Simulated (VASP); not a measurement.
# Ti (I4/mmm) in VASP: notebook

The runs below take Ti through single point, with r2SCAN.

Everything below comes from runs of VASP 6.6.1. Logs are shortened: lines on timing, memory, paths and dates and some standing lists are left out, and cuts for length are marked.

## Step 1: The cell of the first run

Symmetry: I4/mmm, No. 139, tetragonal system. Conventional cell: a = 3.089 Å, b = 3.089 Å, c = 3.333 Å, α = 90.00°, β = 90.00°, γ = 90.00°. Ti (site symmetry 4/mmm) has 14 Ti at 2.75 to 3.33 Å within 3.6 Å.

## Step 2: Single point, r2SCAN (strain -0.050 along x and y, +0.025 along z)

POSCAR

```
Ti
1.0
   -1.5446001272      1.5446001272      1.6665422425
    1.5446001272     -1.5446001272      1.6665422425
    1.5446001272      1.5446001272     -1.6665422425
Ti
1
Direct
    0.0000000000      0.0000000000      0.0000000000
```

INCAR.step1

```
SYSTEM = Ti
ALGO     = Normal         ! electronic algorithm
EDIFF    = 1E-4           ! SCF threshold, eV
ENCUT    = 520            ! plane-wave cutoff, eV
GGA      = PE             ! functional
ISMEAR   = 0              ! smearing method
LASPH    = .TRUE.         ! aspherical terms in the spheres
LCHARG   = .FALSE.        ! write CHGCAR
LREAL    = .FALSE.        ! projectors in reciprocal space
LWAVE    = .TRUE.         ! write WAVECAR
NBANDS   = 12             ! bands
NELM     = 100            ! most SCF steps
PREC     = Accurate       ! precision mode
SIGMA    = 0.15           ! smearing width, eV
```

INCAR.step2

```
SYSTEM = Ti
ALGO     = Normal         ! electronic algorithm
EDIFF    = 1E-7           ! SCF threshold, eV
ENCUT    = 520            ! plane-wave cutoff, eV
ISIF     = 2              ! what is computed and relaxed
ISMEAR   = 0              ! smearing method
ISTART   = 1            
LASPH    = .TRUE.         ! aspherical terms in the spheres
LCHARG   = .TRUE.         ! write CHGCAR
LELF     = .TRUE.         ! ELF
LMIXTAU  = .TRUE.       
LREAL    = .FALSE.        ! projectors in reciprocal space
LVHAR    = .TRUE.       
LWAVE    = .FALSE.        ! write WAVECAR
METAGGA  = R2SCAN         ! meta-GGA
NBANDS   = 12             ! bands
NELM     = 100            ! most SCF steps
PREC     = Accurate       ! precision mode
SIGMA    = 0.15           ! smearing width, eV
```

KPOINTS

```
k-points
0
G
  26 26 26
  0 0 0
```

Potentials or basis: VASP PAW PBE potentials, release 64 (Ti_sv).

Launch:

```
$ cat potpaw_PBE.64/Ti_sv/POTCAR > POTCAR
$ cp INCAR.step1 INCAR
$ mpirun -np 1 vasp_std > vasp.out
$ cp INCAR.step2 INCAR
$ mpirun -np 1 vasp_std > vasp.out
```

OUTCAR:

```text
SYSTEM = Ti
   EDIFF = 1E-7
   ENCUT = 520
   ISIF = 2
   ISMEAR = 0
   ISTART = 1
   LASPH = .TRUE.
   LREAL = .FALSE.
   METAGGA = R2SCAN
   NELM = 100
   PREC = Accurate

 ion  position               nearest neighbor table
   1  0.000  0.000  0.000-

  LATTYP: Found a body centered tetragonal cell.
 ALAT       =     3.0892002544
 C/A-ratio  =     1.0789473684

  Lattice vectors:

 A1 = (  -1.5446001272,   1.5446001272,   1.6665422425)
 A2 = (   1.5446001272,  -1.5446001272,   1.6665422425)
 A3 = (   1.5446001272,   1.5446001272,  -1.6665422425)

Analysis of symmetry for initial positions (statically):
=====================================================================
 Subroutine PRICEL returns:
 Original cell was already a primitive cell.

 Routine SETGRP: Setting up the symmetry group for a
 body centered tetragonal supercell.

 Subroutine GETGRP returns: Found 16 space group operations
 (whereof 16 operations were pure point group operations)
 out of a pool of 16 trial point group operations.

The static configuration has the point symmetry D_4h.

Analysis of symmetry for dynamics (positions and initial velocities):
=====================================================================
 Subroutine PRICEL returns:
 Original cell was already a primitive cell.

 Routine SETGRP: Setting up the symmetry group for a
 body centered tetragonal supercell.

 Subroutine GETGRP returns: Found 16 space group operations
 (whereof 16 operations were pure point group operations)
 out of a pool of 16 trial point group operations.

The dynamic configuration has the point symmetry D_4h.

 Subroutine INISYM returns: Found 16 space group operations
 (whereof 16 operations are pure point group operations),
 and found     1 'primitive' translations

----------------------------------------------------------------------------------------

                                     Primitive cell

  volume of cell :      15.9041

  direct lattice vectors                    reciprocal lattice vectors
    -1.544600127  1.544600127  1.666542243     0.000000000  0.323708377  0.300022398
     1.544600127 -1.544600127  1.666542243     0.323708377  0.000000000  0.300022398
     1.544600127  1.544600127 -1.666542243     0.323708377  0.323708377  0.000000000

  length of vectors
     2.747533831  2.747533831  2.747533831     0.441362156  0.441362156  0.457792777

  position of ions in fractional coordinates (direct lattice)
     0.000000000  0.000000000  0.000000000

[... 76 lines left out ...]
   LREAL  =      F    real-space projection
   EDIFFG = 0.1E-05   stopping-criterion for IOM
   NSW    =      0    number of steps for IOM
   IBRION =     -1    ionic relax: 0-MD 1-quasi-New 2-CG
   NFREE  =      0    steps in history (QN), initial steepest desc. (CG)
   ISIF   =      2    stress and relaxation
   ISYM   =      2    0-nonsym 1-usesym 2-fastsym
   POTIM  = 0.5000    time-step for ionic-motion
   TEBEG  =    0.0;   TEEND  =   0.0 temperature during run
   PSTRESS=    0.0 pullay stress
   NELECT =      12.0000    total number of electrons
   NUPDOWN=      -1.0000    fix difference up-down
   EMIN   =  10.00;   EMAX   =-10.00  energy-range for DOS
   EFERMI =   0.00;   METHOD = LEGACY
   ISMEAR =     0;   SIGMA  =   0.15  broadening in eV -4-tet -1-fermi 0-gaus
   EFERMI_NEDOS =   21; number of points for ismear=-14 and -15
   IALGO  =     38    algorithm
   IMIX   =      4    mixing-type and parameters
     AMIX     =   0.40;   BMIX     =  1.00
     AMIX_MAG =   1.60;   BMIX_MAG =  1.00
  volume/ion in A,a.u.               =      15.90       107.33
  Fermi-wavevector in a.u.,A,eV,Ry     =   1.490387  2.816423 30.221993  2.221254
  Thomas-Fermi vector in A             =   2.603175
   LORBIT       =      0    0 simple, 1 ext, 2 COOP (PROOUT), +10 PAW based schemes
   METAGGA = R2SCAN    functional components
   LHFCALC =     F    Hartree Fock is set to
   AEXX    =    0.0000 exact exchange contribution
   IVDW    =     0    specifies the selected vdW correction
   LEPSILON=     F    determine dielectric tensor
   LRPA    =     F    only Hartree local field effects (RPA)
 non-spin polarized calculation
 Gauss-broadening in eV      SIGMA  =   0.15
  energy-cutoff  :      520.00
  volume of cell :       15.90
 maximum number of plane-waves:       444
   NGX = 11   NGY = 11   NGZ = 11

 number of electron      12.0000005 magnetization

 Free energy of the ion-electron system (eV)
  ---------------------------------------------------
  ext. energy  EPLUGINS =         0.00000000
  ---------------------------------------------------
  free energy    TOTEN  =       -12.78778249 eV

  energy without entropy =      -12.76501156  energy(sigma->0) =      -12.77639702

 E-fermi :   9.1001     XC(G=0): -12.8600

 val. band max:        9.1000845116   @ k =  -0.2308  -0.4231   0.0769
 cond. band min:       9.1007888289   @ k =  -0.3846   0.3846   0.1538
 fundamental gap:      0.0007043173
 Fermi energy:         9.1001333464

 k-point     1 :       0.0000    0.0000    0.0000
  band No.  band energies     occupation
      1     -49.6512      2.00000
      2     -24.3377      2.00000
      3     -24.3377      2.00000
      4     -24.3353      2.00000
      5       2.5758      2.00000
      6      10.1268      0.00000
      7      10.1269      0.00000
      8      10.7560      0.00000
      9      11.8692      0.00000
     10      12.5969      0.00000
     11      26.8885      0.00000
     12      28.3661      0.00000
[... 331 lines left out ...]
 k-point    24 :       0.3846    0.0385    0.0000
  band No.  band energies     occupation
      1     -49.4766      2.00000
      2     -25.1800      2.00000
      3     -24.5752      2.00000
      4     -24.3427      2.00000
      5       6.1551      2.00000
      6       9.0479      1.37738
      7       9.6239      0.00000
      8      11.9115      0.00000
      9      12.6775      0.00000
     10      13.6610      0.00000
     11      20.1898      0.00000
     12      24.2923      0.00000

 [... further k-points ...]
[... 5 lines left out ...]
  --------------------------------------------------------------------------------------
  -------------------------------------------------------------------------------------
  Total        0.9991613      0.9991613      1.1943824      0.0000000     -0.0000000      0.0000000
  in kB      100.6555563    100.6555563    120.3221344      0.0000000     -0.0000000      0.0000000
  external PRESSURE =     107.2110824 kB  Pullay stress =       0.0000000 kB

 VOLUME and BASIS-vectors are now :
 -----------------------------------------------------------------------------
  energy-cutoff  :      520.00
  volume of cell :       15.90
      direct lattice vectors                 reciprocal lattice vectors
    -1.544600127  1.544600127  1.666542243     0.000000000  0.323708377  0.300022398
     1.544600127 -1.544600127  1.666542243     0.323708377  0.000000000  0.300022398
     1.544600127  1.544600127 -1.666542243     0.323708377  0.323708377  0.000000000

 POSITION                                       TOTAL-FORCE (eV/Angst)
 -----------------------------------------------------------------------------------
      0.00000      0.00000      0.00000        -0.000000     -0.000000     -0.000000
 -----------------------------------------------------------------------------------
    total drift:                                0.000000     -0.000000     -0.000000

  FREE ENERGIE OF THE ION-ELECTRON SYSTEM (eV)
  ---------------------------------------------------
  free  energy   TOTEN  =       -12.7877824875 eV

  energy  without entropy=      -12.7650115593  energy(sigma->0) =      -12.77639702
```

OUTCAR.step1:

```text
SYSTEM = Ti
   EDIFF = 1E-4
   ENCUT = 520
   GGA = PE
   ISMEAR = 0
   LASPH = .TRUE.
[... 578 lines left out ...]
 -----------------------------------------------------------------------------------
      0.00000      0.00000      0.00000         0.000000     -0.000000      0.000000
 -----------------------------------------------------------------------------------
    total drift:                                0.000000     -0.000000      0.000000

  FREE ENERGIE OF THE ION-ELECTRON SYSTEM (eV)
  ---------------------------------------------------
  free  energy   TOTEN  =        -7.7026079814 eV

  energy  without entropy=       -7.6788841927  energy(sigma->0) =       -7.69074609
```

OSZICAR.step1:

```text
N       E                     dE             d eps       ncg     rms          rms(c)
DAV:   1     0.867383990995E+02    0.86738E+02   -0.65700E+03 32020   0.123E+03
DAV:   2    -0.432900633472E+01   -0.91067E+02   -0.88549E+02 32540   0.299E+02
DAV:   3    -0.847783745900E+01   -0.41488E+01   -0.41002E+01 43460   0.650E+01
DAV:   4    -0.857267650839E+01   -0.94839E-01   -0.94732E-01 35680   0.856E+00
DAV:   5    -0.857505480580E+01   -0.23783E-02   -0.23782E-02 37116   0.119E+00    0.903E+00
DAV:   6    -0.769152136034E+01    0.88353E+00   -0.19913E+00 34828   0.206E+01    0.248E+00
DAV:   7    -0.768854279255E+01    0.29786E-02   -0.85467E-02 38632   0.343E+00    0.136E+00
DAV:   8    -0.770209252780E+01   -0.13550E-01   -0.40866E-02 32984   0.230E+00    0.113E-01
DAV:   9    -0.770253430277E+01   -0.44177E-03   -0.39029E-03 38684   0.587E-01    0.985E-02
DAV:  10    -0.770260798142E+01   -0.73679E-04   -0.25255E-04 33104   0.179E-01
   1 F= -.77026080E+01 E0= -.76907461E+01  d E =-.237238E-01
```

It took 11 min on 1 thread of Intel Xeon 6975P-C, shared host; peak memory 0.34 GiB.

What came out:

```yaml
Free_energy: -12.7878 eV
Pressure: 10.7 GPa
Band_gap_on_the_k_mesh: zero (band 6 reaches 10.30 eV, above the bottom of band 7 at 8.38 eV)
```

Caveat: the cell differs from its parent crystal (strain -0.050 along x and y, +0.025 along z); the PAW data sets were made with another functional, which shifts forces and pressure a little.

## Step 3: Single point, r2SCAN (strain -0.050 along x and y, +0.050 along z)

POSCAR

```
Ti
1.0
   -1.5446001272      1.5446001272      1.7071896142
    1.5446001272     -1.5446001272      1.7071896142
    1.5446001272      1.5446001272     -1.7071896142
Ti
1
Direct
    0.0000000000      0.0000000000      0.0000000000
```

INCAR.step1

```
PREC = Accurate ; ENCUT = 520
ISMEAR = 0 ; SIGMA = 0.15
LREAL = F ; LASPH = T
NELM = 80 ; NBANDS = 12
GGA = PE ; ALGO = Normal
EDIFF = 1E-4 ; LWAVE = T
LCHARG = F
```

INCAR.step2

```
PREC = Accurate ; ENCUT = 520
EDIFF = 1E-6 ; ISMEAR = 0
SIGMA = 0.15 ; LREAL = F
LASPH = T ; NELM = 80
ALGO = Normal ; ISIF = 2
LWAVE = F ; LCHARG = F
METAGGA = R2SCAN ; LMIXTAU = T
NBANDS = 12 ; ISTART = 1
```

KPOINTS

```
regular mesh
0
Gamma
  26 26 26
```

Potentials or basis: VASP PAW PBE potentials, release 64 (Ti_sv).

Launch:

```
$ cat potpaw_PBE.64/Ti_sv/POTCAR > POTCAR
$ cp INCAR.step1 INCAR
$ mpirun -np 1 vasp_std > vasp.out
$ cp INCAR.step2 INCAR
$ mpirun -np 1 vasp_std > vasp.out
```

OUTCAR:

```text
PREC = Accurate
   ENCUT = 520
   EDIFF = 1E-6
   ISMEAR = 0
   LREAL = F
   LASPH = T
   NELM = 80
   ISIF = 2
   METAGGA = R2SCAN
   ISTART = 1

 ion  position               nearest neighbor table
   1  0.000  0.000  0.000-

  LATTYP: Found a body centered tetragonal cell.
 ALAT       =     3.0892002544
 C/A-ratio  =     1.1052631578

  Lattice vectors:

 A1 = (  -1.5446001272,   1.5446001272,   1.7071896142)
[... 531 lines left out ...]
      2     -25.4800      2.00000
      3     -24.9134      2.00000
      4     -24.7049      2.00000
      5       5.9194      2.00000
      6       8.8857      0.68816
      7       9.2614      0.00008
      8      11.4230      0.00000
      9      12.3376      0.00000
     10      13.2405      0.00000
     11      19.5675      0.00000
     12      23.9403      0.00000

 [... further k-points ...]
[... 5 lines left out ...]
  --------------------------------------------------------------------------------------
  -------------------------------------------------------------------------------------
  Total        0.6710305      0.6710305      0.9581155      0.0000000      0.0000000      0.0000000
  in kB       65.9901288     65.9901288     94.2224849      0.0000000      0.0000000      0.0000000
  external PRESSURE =      75.4009141 kB  Pullay stress =       0.0000000 kB

 VOLUME and BASIS-vectors are now :
 -----------------------------------------------------------------------------
  energy-cutoff  :      520.00
  volume of cell :       16.29
      direct lattice vectors                 reciprocal lattice vectors
    -1.544600127  1.544600127  1.707189614     0.000000000  0.323708377  0.292879008
     1.544600127 -1.544600127  1.707189614     0.323708377  0.000000000  0.292879008
     1.544600127  1.544600127 -1.707189614     0.323708377  0.323708377  0.000000000

 POSITION                                       TOTAL-FORCE (eV/Angst)
 -----------------------------------------------------------------------------------
      0.00000      0.00000      0.00000         0.000000      0.000000      0.000000
 -----------------------------------------------------------------------------------
    total drift:                                0.000000      0.000000     -0.000000

  FREE ENERGIE OF THE ION-ELECTRON SYSTEM (eV)
  ---------------------------------------------------
  free  energy   TOTEN  =       -12.8140085994 eV

  energy  without entropy=      -12.7902649205  energy(sigma->0) =      -12.80213676
```

OSZICAR.step1:

```text
N       E                     dE             d eps       ncg     rms          rms(c)
DAV:   1     0.869479068902E+02    0.86948E+02   -0.65488E+03 32040   0.122E+03
DAV:   2    -0.435280793185E+01   -0.91301E+02   -0.88848E+02 32676   0.299E+02
DAV:   3    -0.855259300458E+01   -0.41998E+01   -0.41536E+01 43808   0.651E+01
DAV:   4    -0.864480651689E+01   -0.92214E-01   -0.92120E-01 35588   0.847E+00
DAV:   5    -0.864715890223E+01   -0.23524E-02   -0.23523E-02 37348   0.118E+00    0.881E+00
DAV:   6    -0.771600647615E+01    0.93115E+00   -0.21531E+00 34760   0.211E+01    0.236E+00
DAV:   7    -0.771202997892E+01    0.39765E-02   -0.83398E-02 38480   0.332E+00    0.133E+00
DAV:   8    -0.772439055789E+01   -0.12361E-01   -0.39287E-02 32912   0.229E+00    0.117E-01
DAV:   9    -0.772485212183E+01   -0.46156E-03   -0.37250E-03 39084   0.585E-01    0.940E-02
DAV:  10    -0.772491502323E+01   -0.62901E-04   -0.23439E-04 33152   0.176E-01
   1 F= -.77249150E+01 E0= -.77123888E+01  d E =-.250524E-01
```

Run time: 10 min. Hardware: 1 thread of Intel Xeon 6975P-C, shared host; peak memory 0.36 GiB.

Results:

* Free energy: -12.8140 eV
* Pressure: 7.5 GPa
* Band gap on the k mesh: zero (band 6 reaches 10.03 eV, above the bottom of band 7 at 8.13 eV)

Stress tensor (GPa, compression positive):
```
6.60 0.00 0.00
0.00 6.60 0.00
0.00 0.00 9.42
```

Levels at points of the mesh, in eV from the Fermi level:
```tsv
k point	band 3	band 4	band 5	band 6	band 7	band 8	band 9	band 10
(0.00, 0.00, 0.00)	-33.54	-33.54	-6.50	0.96	0.96	1.75	2.55	3.45
(0.50, 0.00, 0.00)	-33.77	-33.55	-2.78	-0.07	0.93	2.54	3.62	4.72
(0.50, 0.50, 0.00)	-33.84	-33.61	-2.79	-1.05	1.68	3.68	3.75	4.85
(0.50, 0.50, 0.50)	-34.05	-34.05	-2.68	-2.39	4.33	4.46	4.46	7.31
```

Caveat: the cell differs from its parent crystal (strain -0.050 along x and y, +0.050 along z); the PAW data sets were made with another functional, which shifts forces and pressure a little.
